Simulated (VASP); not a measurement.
# Ga (Cmcm) in VASP: further runs

Ga is run at these levels: PBEsol; tasks: single point.

Program: VASP 6.6.1. These are calculated values, not measurements. Logs are shortened: lines on timing, memory, paths and dates and some standing lists are left out, and cuts for length are marked.

## (1) The cell of the first run

The structure is orthorhombic, space group Cmcm (No. 63). The conventional cell has a = 2.755 Å, b = 7.723 Å, c = 3.329 Å, α = 90.00°, β = 90.00°, γ = 90.00°. Ga (site symmetry m2m) has 10 Ga at 2.64 to 3.33 Å within 3.5 Å.

## (2) Single point, PBEsol (strain -0.050 along x and y, +0.050 along z)

Input file INCAR:

```
PREC     = Accurate       # precision mode
ENCUT    = 520            # plane-wave cutoff, eV
EDIFF    = 1E-6           # SCF threshold, eV
ISMEAR   = 0              # smearing method
SIGMA    = 0.15           # smearing width, eV
LREAL    = False          # projectors in reciprocal space
LASPH    = True           # aspherical terms in the spheres
NELM     = 60             # most SCF steps
ALGO     = Fast           # electronic algorithm
ISIF     = 2              # what is computed and relaxed
LWAVE    = False          # write WAVECAR
LCHARG   = True           # write CHGCAR
GGA      = PS             # functional
LELF     = True           # ELF
LVHAR    = True         
NBANDS   = 20             # bands
```

Input file KPOINTS:

```
Automatic mesh
0
Gamma
  18 18 16
```

Input file POSCAR:

```
Ga
1.0
    1.3775000000     -3.8617500000      0.0000000000
    1.3775000000      3.8617500000      0.0000000000
    0.0000000000      0.0000000000      3.3285000000
Ga
2
Direct
    0.8670000000      0.1330000000      0.2500000000
    0.1330000000      0.8670000000      0.7500000000
```

Potentials or basis: VASP PAW PBE potentials, release 64 (Ga_d).

Launch:

```bash
$ cat potpaw_PBE.64/Ga_d/POTCAR > POTCAR
$ mpirun -np 1 vasp_std > vasp.out
```

OUTCAR:

```text
PREC = Accurate
   ENCUT = 520
   EDIFF = 1E-6
   ISMEAR = 0
   LREAL = False
   LASPH = True
   NELM = 60
   ISIF = 2
   GGA = PS

 ion  position               nearest neighbor table
   1  0.867  0.133  0.250-   2 2.64   2 2.64   2 2.82   2 2.82   2 2.82   2 2.82
   2  0.133  0.867  0.750-   1 2.64   1 2.64   1 2.82   1 2.82   1 2.82   1 2.82

  LATTYP: Found a base centered orthorhombic cell.
 ALAT       =     2.7550000000
 B/A-ratio  =     2.8034482759
 C/A-ratio  =     1.2081669691

  Lattice vectors:

 A1 = (   1.3775000000,  -3.8617500000,   0.0000000000)
 A2 = (   1.3775000000,   3.8617500000,   0.0000000000)
 A3 = (   0.0000000000,   0.0000000000,   3.3285000000)

Analysis of symmetry for initial positions (statically):
=====================================================================
 Subroutine PRICEL returns:
 Original cell was already a primitive cell.

 Routine SETGRP: Setting up the symmetry group for a
 base centered orthorhombic supercell.

 Subroutine GETGRP returns: Found  8 space group operations
 (whereof  4 operations were pure point group operations)
 out of a pool of  8 trial point group operations.

The static configuration has the point symmetry C_2h.
 The point group associated with its full space group is D_2h.

Analysis of symmetry for dynamics (positions and initial velocities):
=====================================================================
 Subroutine PRICEL returns:
 Original cell was already a primitive cell.

 Routine SETGRP: Setting up the symmetry group for a
 base centered orthorhombic supercell.

 Subroutine GETGRP returns: Found  8 space group operations
 (whereof  4 operations were pure point group operations)
 out of a pool of  8 trial point group operations.

The dynamic configuration has the point symmetry C_2h.
 The point group associated with its full space group is D_2h.

 Subroutine INISYM returns: Found  8 space group operations
 (whereof  4 operations are pure point group operations),
 and found     1 'primitive' translations

----------------------------------------------------------------------------------------

                                     Primitive cell

  volume of cell :      35.4123

  direct lattice vectors                    reciprocal lattice vectors
     1.377500000 -3.861750000  0.000000000     0.362976407 -0.129474979  0.000000000
     1.377500000  3.861750000  0.000000000     0.362976407  0.129474979  0.000000000
     0.000000000  0.000000000  3.328500000     0.000000000  0.000000000  0.300435632

  length of vectors
     4.100075525  4.100075525  3.328500000     0.385377272  0.385377272  0.300435632

  position of ions in fractional coordinates (direct lattice)
     0.867000000  0.133000000  0.250000000
     0.133000000  0.867000000  0.750000000

  ion indices of the primitive-cell ions
   primitive index   ion index
                 1           1
                 2           2

----------------------------------------------------------------------------------------

 KPOINTS: Automatic mesh

Automatic generation of k-mesh.
 Grid dimensions read from file:
 generate k-points for:   18   18   16

 Generating k-lattice:

  Cartesian coordinates                     Fractional coordinates (reciprocal lattice)
     0.020165356 -0.007193054  0.000000000     0.055555556 -0.000000000  0.000000000
     0.020165356  0.007193054  0.000000000    -0.000000000  0.055555556  0.000000000
     0.000000000  0.000000000  0.018777227     0.000000000  0.000000000  0.062500000

  Length of vectors
     0.021409848  0.021409848  0.018777227

  Shift w.r.t. Gamma in fractional coordinates (k-lattice)
     0.000000000  0.000000000  0.000000000

 Subroutine IBZKPT returns following result:
 ===========================================

 Found    819 irreducible k-points:

 Following reciprocal coordinates:
            Coordinates               Weight
  0.000000  0.000000  0.000000      1.000000
  0.055556 -0.000000  0.000000      4.000000
  0.111111 -0.000000  0.000000      4.000000
  0.166667  0.000000  0.000000      4.000000
  0.222222 -0.000000  0.000000      4.000000
  0.277778  0.000000  0.000000      4.000000
[... 16 lines left out ...]
 -0.277778  0.055556  0.000000      4.000000
 -0.222222  0.055556  0.000000      4.000000
 [... further k-points ...]
   k-points           NKPTS =    819   k-points in BZ     NKDIM =    819   number of bands    NBANDS=     20
   number of dos      NEDOS =    301   number of ions     NIONS =      2
   total plane-waves  NPLWV =  25200
   dimension x,y,z NGX =    30 NGY =   30 NGZ =   28
   dimension x,y,z NGXF=    60 NGYF=   60 NGZF=   56
   ions per type =               2
   NGX,Y,Z   is equivalent  to a cutoff of  12.16, 12.16, 13.98 a.u.
   NGXF,Y,Z  is equivalent  to a cutoff of  24.33, 24.33, 27.97 a.u.
 SYSTEM =  unknown system
   PREC   = accura    normal or accurate (medium, high low for compatibility)
   ISTART =      0    job   : 0-new  1-cont  2-samecut
   ICHARG =      2    charge: 1-file 2-atom 10-const
   ISPIN  =      1    spin polarized calculation?
   LNONCOLLINEAR =      F non collinear calculations
   LSORBIT =      F    spin-orbit coupling
   LASPH  =      T    aspherical Exc in radial PAW
   ENCUT  =  520.0 eV  38.22 Ry    6.18 a.u.   7.62  7.62  6.19*2*pi/ulx,y,z
   NELM   =     60;   NELMIN=  2; NELMDL= -5     # of ELM steps
   EDIFF  = 0.1E-05   stopping-criterion for ELM
   LREAL  =      F    real-space projection
   EDIFFG = 0.1E-04   stopping-criterion for IOM
   NSW    =      0    number of steps for IOM
   IBRION =     -1    ionic relax: 0-MD 1-quasi-New 2-CG
   NFREE  =      0    steps in history (QN), initial steepest desc. (CG)
   ISIF   =      2    stress and relaxation
   ISYM   =      2    0-nonsym 1-usesym 2-fastsym
   POTIM  = 0.5000    time-step for ionic-motion
   TEBEG  =    0.0;   TEEND  =   0.0 temperature during run
   PSTRESS=    0.0 pullay stress
   NELECT =      26.0000    total number of electrons
   NUPDOWN=      -1.0000    fix difference up-down
   EMIN   =  10.00;   EMAX   =-10.00  energy-range for DOS
   EFERMI =   0.00;   METHOD = LEGACY
   ISMEAR =     0;   SIGMA  =   0.15  broadening in eV -4-tet -1-fermi 0-gaus
   EFERMI_NEDOS =   21; number of points for ismear=-14 and -15
   IALGO  =     68    algorithm
   IMIX   =      4    mixing-type and parameters
     AMIX     =   0.40;   BMIX     =  1.00
     AMIX_MAG =   1.60;   BMIX_MAG =  1.00
  volume/ion in A,a.u.               =      17.71       119.49
  Fermi-wavevector in a.u.,A,eV,Ry     =   1.476889  2.790915 29.677041  2.181201
  Thomas-Fermi vector in A             =   2.591360
   LORBIT       =      0    0 simple, 1 ext, 2 COOP (PROOUT), +10 PAW based schemes
   GGA     = PS    functional components
   LHFCALC =     F    Hartree Fock is set to
   AEXX    =    0.0000 exact exchange contribution
   IVDW    =     0    specifies the selected vdW correction
   LEPSILON=     F    determine dielectric tensor
   LRPA    =     F    only Hartree local field effects (RPA)
 non-spin polarized calculation
 RMM-DIIS sequential band-by-band and
 Gauss-broadening in eV      SIGMA  =   0.15
  energy-cutoff  :      520.00
  volume of cell :       35.41
 maximum number of plane-waves:       974
   NGX = 15   NGY = 15   NGZ = 13

 number of electron      26.0000005 magnetization

 Free energy of the ion-electron system (eV)
  ---------------------------------------------------
  ext. energy  EPLUGINS =         0.00000000
  ---------------------------------------------------
  free energy    TOTEN  =        -6.67890130 eV

  energy without entropy =       -6.67120705  energy(sigma->0) =       -6.67505417

 E-fermi :   5.9253     XC(G=0): -11.4300

 val. band max:        5.9243974962   @ k =   0.0556   0.0556   0.3125
 cond. band min:       5.9301378269   @ k =   0.2778   0.2778   0.4375
 fundamental gap:      0.0057403307
 Fermi energy:         5.9253171506

 k-point     1 :       0.0000    0.0000    0.0000
  band No.  band energies     occupation
      1      -9.2482      2.00000
      2      -9.2280      2.00000
      3      -9.1608      2.00000
      4      -9.1591      2.00000
      5      -8.8661      2.00000
      6      -8.8647      2.00000
[... 12 lines left out ...]
     19      16.9950      0.00000
     20      19.1726      0.00000

 k-point     2 :       0.0556   -0.0000    0.0000
  band No.  band energies     occupation
      1      -9.2455      2.00000
      2      -9.2231      2.00000
      3      -9.1606      2.00000
      4      -9.1391      2.00000
      5      -8.8721      2.00000
      6      -8.8700      2.00000
[... 12 lines left out ...]
     19      17.2667      0.00000
     20      20.0373      0.00000

 k-point     3 :       0.1111   -0.0000    0.0000
  band No.  band energies     occupation
      1      -9.2378      2.00000
      2      -9.2098      2.00000
      3      -9.1436      2.00000
      4      -9.0984      2.00000
      5      -8.8897      2.00000
      6      -8.8859      2.00000
[... 12 lines left out ...]
     19      17.4070      0.00000
     20      20.4792      0.00000

 k-point     4 :       0.1667    0.0000    0.0000
  band No.  band energies     occupation
      1      -9.2263      2.00000
      2      -9.1910      2.00000
      3      -9.1138      2.00000
      4      -9.0439      2.00000
      5      -8.9175      2.00000
      6      -8.9093      2.00000
[... 12 lines left out ...]
     19      17.4873      0.00000
     20      21.1139      0.00000

 k-point     5 :       0.2222   -0.0000    0.0000
  band No.  band energies     occupation
      1      -9.2127      2.00000
      2      -9.1696      2.00000
      3      -9.0802      2.00000
      4      -9.0019      2.00000
      5      -8.9526      2.00000
      6      -8.9151      2.00000
[... 12 lines left out ...]
     19      17.5811      0.00000
     20      21.7530      0.00000
[... 353 lines left out ...]
      6      -8.8746      2.00000
[... 12 lines left out ...]
     19      17.2339      0.00000
     20      18.6088      0.00000

 k-point    22 :      -0.3333    0.0556    0.0000
  band No.  band energies     occupation
      1      -9.1834      2.00000
      2      -9.1409      2.00000
      3      -9.0631      2.00000
      4      -9.0128      2.00000
      5      -9.0061      2.00000
      6      -8.8736      2.00000
[... 12 lines left out ...]
     19      17.0895      0.00000
     20      20.1492      0.00000

 k-point    23 :      -0.2778    0.0556    0.0000
  band No.  band energies     occupation
      1      -9.1973      2.00000
      2      -9.1586      2.00000
      3      -9.0952      2.00000
      4      -8.9957      2.00000
      5      -8.9671      2.00000
      6      -8.9141      2.00000
[... 12 lines left out ...]
     19      16.9751      0.00000
     20      21.7674      0.00000

 k-point    24 :      -0.2222    0.0556    0.0000
  band No.  band energies     occupation
      1      -9.2125      2.00000
      2      -9.1815      2.00000
      3      -9.1313      2.00000
      4      -9.0227      2.00000
      5      -8.9300      2.00000
      6      -8.9251      2.00000
[... 12 lines left out ...]
     19      16.9332      0.00000
     20      22.1256      0.00000

 [... further k-points ...]

------------------------ aborting loop because EDIFF is reached ----------------------------------------

  FORCE on cell =-STRESS in cart. coord.  units (eV):
  Direction    XX          YY          ZZ          XY          YZ          ZX
  --------------------------------------------------------------------------------------
  -------------------------------------------------------------------------------------
  Total        0.1202109      0.4546596      0.1272437      0.0000000      0.0000000      0.0000000
  in kB        5.4387636     20.5703959      5.7569519      0.0000000      0.0000000      0.0000000
  external PRESSURE =      10.5887038 kB  Pullay stress =       0.0000000 kB

 VOLUME and BASIS-vectors are now :
 -----------------------------------------------------------------------------
  energy-cutoff  :      520.00
  volume of cell :       35.41
      direct lattice vectors                 reciprocal lattice vectors
     1.377500000 -3.861750000  0.000000000     0.362976407 -0.129474979  0.000000000
     1.377500000  3.861750000  0.000000000     0.362976407  0.129474979  0.000000000
     0.000000000  0.000000000  3.328500000     0.000000000  0.000000000  0.300435632

 POSITION                                       TOTAL-FORCE (eV/Angst)
 -----------------------------------------------------------------------------------
      1.37750     -2.83452      0.83213         0.000000      0.126182      0.000000
      1.37750      2.83452      2.49638         0.000000     -0.126182     -0.000000
 -----------------------------------------------------------------------------------
    total drift:                                0.000000      0.000000     -0.000000

  FREE ENERGIE OF THE ION-ELECTRON SYSTEM (eV)
  ---------------------------------------------------
  free  energy   TOTEN  =        -6.6789012950 eV

  energy  without entropy=       -6.6712070452  energy(sigma->0) =       -6.67505417
```

Run time: 4.6 min. Hardware: 1 thread of Intel Xeon 6975P-C (Granite Rapids), shared host; peak memory 0.53 GiB.

What came out:

```
Free energy            : -6.6789 eV
Pressure               : 1.1 GPa
Largest force          : 0.126 eV/Å
Band gap on the k mesh : zero (bands 13 and 14 overlap by 8.63 eV)
```

Forces in eV/Å, atoms in the order of the input:
```
Ga   0.000  0.126  0.000
Ga   0.000 -0.126  0.000
```

Levels at points of the mesh, in eV from the Fermi level:
| k point | band 11 | band 12 | band 13 | band 14 | band 15 | band 16 |
| --- | --- | --- | --- | --- | --- | --- |
| (0.00, 0.00, 0.00) | -11.59 | -1.80 | -0.96 | 1.25 | 5.19 | 9.60 |
| (0.50, 0.00, 0.00) | -6.26 | -5.31 | -1.31 | 0.35 | 5.78 | 6.92 |
| (0.50, 0.50, 0.00) | -9.32 | -8.65 | 3.78 | 4.58 | 5.86 | 6.18 |
| (0.00, 0.00, 0.50) | -8.11 | -8.11 | 2.02 | 2.02 | 3.11 | 3.11 |
| (0.50, 0.00, 0.50) | -3.01 | -3.01 | -1.81 | -1.81 | 2.14 | 2.14 |
| (0.50, 0.50, 0.50) | -6.06 | -6.06 | -4.59 | -4.59 | 10.83 | 10.83 |

Caveat: the cell differs from its parent crystal (strain -0.050 along x and y, +0.050 along z); the PAW data sets were made with another functional, which shifts forces and pressure a little.

## (3) Single point, PBEsol (strain +0.000 along x and y, -0.050 along z)

Input file INCAR:

```
  ALGO = Fast
  EDIFF = 1E-6
  ENCUT = 520
  GGA = PS
  ISIF = 2
  ISMEAR = 0
  LASPH = T
  LCHARG = F
  LREAL = F
  LWAVE = F
  NBANDS = 20
  NELM = 80
  PREC = Accurate
  SIGMA = 0.15
```

Input file KPOINTS:

```
k-points
0
Gamma
  18 18 16
```

Input file POSCAR:

```
Ga
1.0
    1.4500000000     -4.0650000000      0.0000000000
    1.4500000000      4.0650000000      0.0000000000
    0.0000000000      0.0000000000      3.0115000000
Ga
2
Direct
    0.8670000000      0.1330000000      0.2500000000
    0.1330000000      0.8670000000      0.7500000000
```

Potentials or basis: VASP PAW PBE potentials, release 64 (Ga_d).

Launch:

```bash
$ cat potpaw_PBE.64/Ga_d/POTCAR > POTCAR
$ mpirun -np 1 vasp_std > vasp.out
```

Run time: 3.2 min. Hardware: 1 thread of Intel Xeon 6975P-C (Granite Rapids), shared host; peak memory 0.53 GiB.

It converged, with:

```
Free energy            : -6.6386 eV
Pressure               : 1.4 GPa
Largest force          : 0.233 eV/Å
Band gap on the k mesh : zero (bands 13 and 14 overlap by 9.90 eV)
```

Forces on the atoms (eV/Å):
```
Ga   0.000  0.233  0.000
Ga   0.000 -0.233  0.000
```

Stress tensor (GPa, compression positive):
```
-2.00  0.00  0.00
 0.00  2.50  0.00
 0.00  0.00  3.60
```

Levels at points of the mesh, in eV from the Fermi level:
| k point | band 9 | band 10 | band 11 | band 12 | band 13 | band 14 | band 15 | band 16 | band 17 | band 18 |
| --- | --- | --- | --- | --- | --- | --- | --- | --- | --- | --- |
| (0.00, 0.00, 0.00) | -14.83 | -14.66 | -11.70 | -2.74 | -1.80 | 3.96 | 7.41 | 7.72 | 8.39 | 10.32 |
| (0.50, 0.00, 0.00) | -14.75 | -14.72 | -7.15 | -5.84 | -2.19 | -0.75 | 6.46 | 7.78 | 8.71 | 10.42 |
| (0.50, 0.50, 0.00) | -14.79 | -14.73 | -9.66 | -9.02 | 5.34 | 6.21 | 6.95 | 7.95 | 8.09 | 9.05 |
| (0.00, 0.00, 0.50) | -14.76 | -14.76 | -7.40 | -7.40 | 1.86 | 1.86 | 2.42 | 2.42 | 10.40 | 10.40 |
| (0.50, 0.00, 0.50) | -14.73 | -14.73 | -3.08 | -3.08 | -1.54 | -1.54 | 1.83 | 1.83 | 4.21 | 4.21 |
| (0.50, 0.50, 0.50) | -14.78 | -14.78 | -5.44 | -5.44 | -4.43 | -4.43 | 9.63 | 9.63 | 11.36 | 11.36 |

Caveat: the cell differs from its parent crystal (strain +0.000 along x and y, -0.050 along z); the stress differs along the axes, from -2 to 4 GPa; the PAW data sets were made with another functional, which shifts forces and pressure a little.
